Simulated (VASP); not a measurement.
# Tc (P6_3/mmc) in VASP: further runs

The runs below take Tc through relaxation of cell and atoms, single point, with PBEsol, PBEsol+D3(BJ), PBEsol+D4, r2SCAN.

Program: VASP 6.6.1. These are calculated values, not measurements. Logs are shortened: lines on timing, memory, paths and dates and some standing lists are left out, and cuts for length are marked.

## Step 1: The cell of the first run

The structure is hexagonal, space group P6_3/mmc (No. 194). The conventional cell has a = 2.739 Å, b = 2.739 Å, c = 8.770 Å, α = 90.00°, β = 90.00°, γ = 120.00°. Within 3.6 Å of Tc (site symmetry -6m2) lie 12 Tc at 2.70 to 2.74 Å. Tc (site symmetry -3m) has 12 Tc at 2.70 to 2.74 Å within 3.6 Å.

## Step 2: Relaxation of cell and atoms, PBEsol

File INCAR:

```
SYSTEM = Tc
ALGO = Normal
EDIFF = 1E-6
EDIFFG = -0.01
ENCUT = 600
GGA = PS
IBRION = 2
ISIF = 3
ISMEAR = -1
LASPH = .TRUE.
LCHARG = .FALSE.
LREAL = .FALSE.
LWAVE = .FALSE.
NELM = 80
NSW = 60
PREC = Accurate
SIGMA = 0.05
```

File KPOINTS:

```
k-points
0
G
  11 11 3
  0 0 0
```

File POSCAR:

```
Tc
1.0
    2.7393552909      0.0000000000      0.0000000000
   -1.3696776454      2.3723512719      0.0000000000
    0.0000000000      0.0000000000      8.7696844400
Tc
4
Direct
    0.6666666667      0.3333333333      0.7500000000
    0.0000000000      0.0000000000      0.5000000000
    0.3333333333      0.6666666667      0.2500000000
    0.0000000000      0.0000000000      0.0000000000
```

Potentials or basis: VASP PAW PBE potentials, release 64 (Tc_pv).

Launch:

```bash
cat potpaw_PBE.64/Tc_pv/POTCAR > POTCAR
mpirun -np 1 vasp_std > vasp.out
```

OUTCAR:

```text
SYSTEM = Tc
   EDIFF = 1E-6
   EDIFFG = -0.01
   ENCUT = 600
   GGA = PS
   IBRION = 2
   ISIF = 3
   ISMEAR = -1
   LASPH = .TRUE.
   LREAL = .FALSE.
   NELM = 80
   NSW = 60
   PREC = Accurate

 ion  position               nearest neighbor table
   1  0.667  0.333  0.750-   2 2.70   4 2.70   2 2.70   4 2.70   2 2.70   4 2.70
   2  0.000  0.000  0.500-   1 2.70   3 2.70   3 2.70   1 2.70   1 2.70   3 2.70
   3  0.333  0.667  0.250-   2 2.70   4 2.70   2 2.70   4 2.70   2 2.70   4 2.70
   4  0.000  0.000  0.000-   1 2.70   3 2.70   3 2.70   1 2.70   1 2.70   3 2.70

  LATTYP: Found a hexagonal cell.
 ALAT       =     2.7393552909
 C/A-ratio  =     3.2013680259

  Lattice vectors:

 A1 = (   2.7393552909,   0.0000000000,   0.0000000000)
 A2 = (  -1.3696776454,   2.3723512719,   0.0000000000)
 A3 = (   0.0000000000,   0.0000000000,   8.7696844400)

Analysis of symmetry for initial positions (statically):
=====================================================================
 Subroutine PRICEL returns:
 Original cell was already a primitive cell.

 Routine SETGRP: Setting up the symmetry group for a
 hexagonal supercell.

 Subroutine GETGRP returns: Found 24 space group operations
 (whereof 12 operations were pure point group operations)
 out of a pool of 24 trial point group operations.

The static configuration has the point symmetry D_3d.
 The point group associated with its full space group is D_6h.

Analysis of symmetry for dynamics (positions and initial velocities):
=====================================================================
 Subroutine PRICEL returns:
 Original cell was already a primitive cell.

 Routine SETGRP: Setting up the symmetry group for a
 hexagonal supercell.

 Subroutine GETGRP returns: Found 24 space group operations
 (whereof 12 operations were pure point group operations)
 out of a pool of 24 trial point group operations.

The dynamic configuration has the point symmetry D_3d.
 The point group associated with its full space group is D_6h.

 Subroutine INISYM returns: Found 24 space group operations
 (whereof 12 operations are pure point group operations),
 and found     1 'primitive' translations

----------------------------------------------------------------------------------------

                                     Primitive cell

  volume of cell :      56.9917

  direct lattice vectors                    reciprocal lattice vectors
     2.739355291  0.000000000  0.000000000     0.365049398  0.210761368  0.000000000
    -1.369677645  2.372351272  0.000000000     0.000000000  0.421522736  0.000000000
     0.000000000  0.000000000  8.769684440     0.000000000  0.000000000  0.114029188

  length of vectors
     2.739355291  2.739355291  8.769684440     0.421522736  0.421522736  0.114029188

  position of ions in fractional coordinates (direct lattice)
     0.666666667  0.333333333  0.750000000
     0.000000000  0.000000000  0.500000000
     0.333333333  0.666666667  0.250000000
     0.000000000  0.000000000  0.000000000

  ion indices of the primitive-cell ions
   primitive index   ion index
                 1           1
                 2           2
                 3           3
                 4           4

----------------------------------------------------------------------------------------

 KPOINTS: k-points

Automatic generation of k-mesh.
 Grid dimensions read from file:
 generate k-points for:   11   11    3

 Generating k-lattice:

  Cartesian coordinates                     Fractional coordinates (reciprocal lattice)
     0.033186309  0.019160124  0.000000000     0.090909091 -0.000000000  0.000000000
     0.000000000  0.038320249  0.000000000     0.000000000  0.090909091  0.000000000
     0.000000000  0.000000000  0.038009729     0.000000000  0.000000000  0.333333333

  Length of vectors
     0.038320249  0.038320249  0.038009729

  Shift w.r.t. Gamma in fractional coordinates (k-lattice)
     0.000000000  0.000000000  0.000000000

 Subroutine IBZKPT returns following result:
 ===========================================

 Found     32 irreducible k-points:

 Following reciprocal coordinates:
            Coordinates               Weight
  0.000000  0.000000  0.000000      1.000000
  0.090909  0.000000  0.000000      6.000000
  0.181818  0.000000  0.000000      6.000000
  0.272727  0.000000  0.000000      6.000000
  0.363636 -0.000000  0.000000      6.000000
  0.454545  0.000000  0.000000      6.000000
[... 16 lines left out ...]
  0.090909  0.090909  0.333333     12.000000
  0.181818  0.090909  0.333333     24.000000
 [... further k-points ...]
   k-points           NKPTS =     32   k-points in BZ     NKDIM =     32   number of bands    NBANDS=     31
   number of dos      NEDOS =    301   number of ions     NIONS =      4
   total plane-waves  NPLWV =  40320
   dimension x,y,z NGX =    24 NGY =   24 NGZ =   70
   dimension x,y,z NGXF=    48 NGYF=   48 NGZF=  140
   ions per type =               4
   NGX,Y,Z   is equivalent  to a cutoff of  14.57, 14.57, 13.27 a.u.
   NGXF,Y,Z  is equivalent  to a cutoff of  29.13, 29.13, 26.54 a.u.
 SYSTEM =  Tc
   PREC   = accura    normal or accurate (medium, high low for compatibility)
   ISTART =      0    job   : 0-new  1-cont  2-samecut
   ICHARG =      2    charge: 1-file 2-atom 10-const
   ISPIN  =      1    spin polarized calculation?
   LNONCOLLINEAR =      F non collinear calculations
   LSORBIT =      F    spin-orbit coupling
   LASPH  =      T    aspherical Exc in radial PAW
   ENCUT  =  600.0 eV  44.10 Ry    6.64 a.u.   5.47  5.47 17.52*2*pi/ulx,y,z
   NELM   =     80;   NELMIN=  2; NELMDL= -5     # of ELM steps
   EDIFF  = 0.1E-05   stopping-criterion for ELM
   LREAL  =      F    real-space projection
   EDIFFG = -.1E-01   stopping-criterion for IOM
   NSW    =     60    number of steps for IOM
   IBRION =      2    ionic relax: 0-MD 1-quasi-New 2-CG
   NFREE  =      1    steps in history (QN), initial steepest desc. (CG)
   ISIF   =      3    stress and relaxation
   ISYM   =      2    0-nonsym 1-usesym 2-fastsym
   POTIM  = 0.5000    time-step for ionic-motion
   TEBEG  =    0.0;   TEEND  =   0.0 temperature during run
   PSTRESS=    0.0 pullay stress
   NELECT =      52.0000    total number of electrons
   NUPDOWN=      -1.0000    fix difference up-down
   EMIN   =  10.00;   EMAX   =-10.00  energy-range for DOS
   EFERMI =   0.00;   METHOD = LEGACY
   ISMEAR =    -1;   SIGMA  =   0.05  broadening in eV -4-tet -1-fermi 0-gaus
   EFERMI_NEDOS =   21; number of points for ismear=-14 and -15
   IALGO  =     38    algorithm
   IMIX   =      4    mixing-type and parameters
     AMIX     =   0.40;   BMIX     =  1.00
     AMIX_MAG =   1.60;   BMIX_MAG =  1.00
  volume/ion in A,a.u.               =      14.25        96.15
  Fermi-wavevector in a.u.,A,eV,Ry     =   1.587835  3.000574 34.303301  2.521222
  Thomas-Fermi vector in A             =   2.686932
   LORBIT       =      0    0 simple, 1 ext, 2 COOP (PROOUT), +10 PAW based schemes
   GGA     = PS    functional components
   LHFCALC =     F    Hartree Fock is set to
   AEXX    =    0.0000 exact exchange contribution
   IVDW    =     0    specifies the selected vdW correction
   LEPSILON=     F    determine dielectric tensor
   LRPA    =     F    only Hartree local field effects (RPA)
 conjugate gradient relaxation of ions
 non-spin polarized calculation
  energy-cutoff  :      600.00
  volume of cell :       56.99
 maximum number of plane-waves:      1943
 NGX is ok and might be reduce to    24
   NGX = 11   NGY = 11   NGZ = 35

--------------------------------------- Ionic step        1  -------------------------------------------

 number of electron      52.0000010 magnetization

 Free energy of the ion-electron system (eV)
  ---------------------------------------------------
  ext. energy  EPLUGINS =         0.00000000
  ---------------------------------------------------
  free energy    TOTEN  =       -45.05289056 eV

  energy without entropy =      -45.02779895  energy(sigma->0) =      -45.04034475

------------------------ aborting loop because EDIFF is reached ----------------------------------------

  FORCE on cell =-STRESS in cart. coord.  units (eV):
  Direction    XX          YY          ZZ          XY          YZ          ZX
  --------------------------------------------------------------------------------------
  -------------------------------------------------------------------------------------
  Total       -2.2668271     -2.2668271     -1.6593038     -0.0000000      0.0000000      0.0000000
  in kB      -63.7261448    -63.7261448    -46.6471554     -0.0000000      0.0000000      0.0000000
  external PRESSURE =     -58.0331483 kB  Pullay stress =       0.0000000 kB
[... 95 lines left out ...]
  FREE ENERGIE OF THE ION-ELECTRON SYSTEM (eV)
  ---------------------------------------------------
  free  energy   TOTEN  =       -45.0725993160 eV

  energy  without entropy=      -45.0475124841  energy(sigma->0) =      -45.06005590

[... ionic steps 4 to 8 ...]

--------------------------------------- Ionic step        9  -------------------------------------------

 number of electron      52.0000009 magnetization

------------------------ aborting loop because EDIFF is reached ----------------------------------------

  FORCE on cell =-STRESS in cart. coord.  units (eV):
  Direction    XX          YY          ZZ          XY          YZ          ZX
  --------------------------------------------------------------------------------------
  -------------------------------------------------------------------------------------
  Total        0.0416819      0.0416819      0.0563444      0.0000000     -0.0000000      0.0000000
  in kB        1.1939696      1.1939696      1.6139745      0.0000000     -0.0000000      0.0000000
  external PRESSURE =       1.3339712 kB  Pullay stress =       0.0000000 kB
[... 61 lines left out ...]
  energy  without entropy=      -45.0480956247  energy(sigma->0) =      -45.06051980

--------------------------------------- Ionic step       11  -------------------------------------------

 number of electron      52.0000009 magnetization

 Free energy of the ion-electron system (eV)
  ---------------------------------------------------
  ext. energy  EPLUGINS =         0.00000000
  ---------------------------------------------------
  free energy    TOTEN  =       -45.07299338 eV

  energy without entropy =      -45.04813471  energy(sigma->0) =      -45.06056404

 E-fermi :  12.9645     XC(G=0): -14.0787

 val. band max:       12.9586082095   @ k =   0.0909   0.0000   0.0000
 cond. band min:      12.9948293960   @ k =   0.3636  -0.0000   0.0000
 fundamental gap:      0.0362211866
 Fermi energy:        12.9644744444

 k-point     1 :       0.0000    0.0000    0.0000
  band No.  band energies     occupation
      1     -26.5747      2.00000
      2     -25.9309      2.00000
      3     -25.8319      2.00000
      4     -25.3619      2.00000
      5     -25.3619      2.00000
      6     -25.2711      2.00000
[... 805 lines left out ...]
     30      13.8029      0.00000
     31      14.3813      0.00000

 [... further k-points ...]

------------------------ aborting loop because EDIFF is reached ----------------------------------------

  FORCE on cell =-STRESS in cart. coord.  units (eV):
  Direction    XX          YY          ZZ          XY          YZ          ZX
  --------------------------------------------------------------------------------------
  -------------------------------------------------------------------------------------
  Total       -0.0082504     -0.0082504      0.0012512     -0.0000000      0.0000000     -0.0000000
  in kB       -0.2362465     -0.2362465      0.0358276     -0.0000000      0.0000000     -0.0000000
  external PRESSURE =      -0.1455552 kB  Pullay stress =       0.0000000 kB
[... 19 lines left out ...]
  FREE ENERGIE OF THE ION-ELECTRON SYSTEM (eV)
  ---------------------------------------------------
  free  energy   TOTEN  =       -45.0729933758 eV

  energy  without entropy=      -45.0481347100  energy(sigma->0) =      -45.06056404

 reached required accuracy - stopping structural energy minimisation
```

It took 3.4 min on 1 thread of Intel Xeon 6975P-C (Granite Rapids), shared host; peak memory 0.22 GiB.

Results:

| Quantity | Value |
| --- | --- |
| Free energy | -45.0730 eV |
| Relaxed volume | 13.99 Å³/atom |
| Relaxed cell | a = 2.718 Å, b = 2.718 Å, c = 8.743 Å, α = 90.00°, β = 90.00°, γ = 120.00° |
| Space group after relaxing (to 0.05 Å) | P6_3/mmc (No. 194) |
| Energy gained by relaxing | 5.0 meV/atom |
| Ionic steps | 11 |
| Pressure after relaxing | 0.0 GPa |
| Band gap on the k mesh | zero (band 26 reaches 14.77 eV, above the bottom of band 27 at 11.78 eV) |

The path:
```
step  energy change (eV)  largest force (eV/Å)  pressure (GPa)  volume (Å³)
   1              0.0000                0.0000           -5.80        56.99
   2              0.1789                0.0000           21.53        52.84
   3             -0.0197                0.0000           -0.08        55.97
   4             -0.0197                0.0000            0.06        55.94
   5             -0.0197                0.0000            0.18        55.92
   6             -0.0200                0.0000            0.10        55.94
   7             -0.0201                0.0000            0.13        55.93
   8             -0.0201                0.0000            0.13        55.93
   9             -0.0201                0.0000            0.13        55.93
  10             -0.0201                0.0000           -0.26        56.01
  11             -0.0201                0.0000           -0.01        55.95
```

Final structure:
```yaml
crystal:
  lattice:
    - [2.71841, 0.00000, 0.00000]
    - [-1.35920, 2.35421, 0.00000]
    - [0.00000, 0.00000, 8.74296]
  atoms:
    - { symbol: Tc, position: [0.66667, 0.33333, 0.75000] }
    - { symbol: Tc, position: [0.00000, 0.00000, 0.50000] }
    - { symbol: Tc, position: [0.33333, 0.66667, 0.25000] }
    - { symbol: Tc, position: [0.00000, 0.00000, 0.00000] }
```

Caveat: the PAW data sets were made with another functional, which shifts forces and pressure a little.

## Step 3: Relaxation of cell and atoms, PBEsol+D3(BJ)

File INCAR:

```
SYSTEM = Tc
PREC = Accurate ; ENCUT = 600
EDIFF = 1E-6 ; ISMEAR = -1
SIGMA = 0.05 ; LREAL = .FALSE.
LASPH = .TRUE. ; NELM = 80
ALGO = Normal ; ISIF = 3
LWAVE = .FALSE. ; LCHARG = .FALSE.
GGA = PS ; IVDW = 12
IBRION = 2 ; NSW = 60
EDIFFG = -0.01
```

File KPOINTS:

```
regular mesh
0
G
  11 11 3
  0 0 0
```

POSCAR is that of step 2.

Potentials or basis: VASP PAW PBE potentials, release 64 (Tc_pv).

Launch:

```bash
cat potpaw_PBE.64/Tc_pv/POTCAR > POTCAR
mpirun -np 1 vasp_std > vasp.out
```

Wall time 3 min (1 thread of Intel Xeon 6975P-C (Granite Rapids), shared host); peak memory 0.24 GiB.

It converged, with:

```
Free energy                            : -47.6255 eV
Relaxed volume                         : 13.68 Å³/atom
Relaxed cell                           : a = 2.698 Å, b = 2.698 Å, c = 8.680 Å, α = 90.00°, β = 90.00°, γ = 120.00°
Space group after relaxing (to 0.05 Å) : P6_3/mmc (No. 194)
Energy gained by relaxing              : 23.6 meV/atom
Ionic steps                            : 11
Pressure after relaxing                : 0.0 GPa
Band gap on the k mesh                 : zero (band 26 reaches 15.23 eV, above the bottom of band 27 at 12.13 eV)
Dispersion energy per atom             : -0.645 eV
```

The path:
```csv
step,energy change (eV),largest force (eV/Å),pressure (GPa),volume (Å³)
1,0.0000,0.0000,-12.83,56.99
2,1.0149,0.0000,59.91,48.09
3,-0.0938,0.0000,-0.74,54.86
4,-0.0941,0.0000,-0.13,54.76
5,-0.0941,0.0000,0.16,54.71
6,-0.0945,0.0000,0.14,54.72
7,-0.0946,0.0000,0.15,54.72
8,-0.0946,0.0000,0.15,54.72
9,-0.0946,0.0000,0.15,54.72
10,-0.0945,0.0000,-0.32,54.80
11,-0.0946,0.0000,-0.02,54.74
```

Final structure:
```
Tc
1.0
     2.69844    0.00000    0.00000
    -1.34922    2.33692    0.00000
     0.00000    0.00000    8.68045
Tc
4
Direct
  0.66667 0.33333 0.75000
  0.00000 0.00000 0.50000
  0.33333 0.66667 0.25000
  0.00000 0.00000 0.00000
```

Levels at points of the mesh, in eV from the Fermi level:
```
           k point  band 23  band 24  band 25  band 26  band 27  band 28  band 29  band 30
(0.00, 0.00, 0.00)    -1.67    -1.35    -1.35    -1.22    -1.22     0.31     0.31     1.07
```

Caveat: the PAW data sets were made with another functional, which shifts forces and pressure a little; pairwise dispersion overbinds metals, which lowers pressure and volume.

(Part 1 of 2 ends here.)
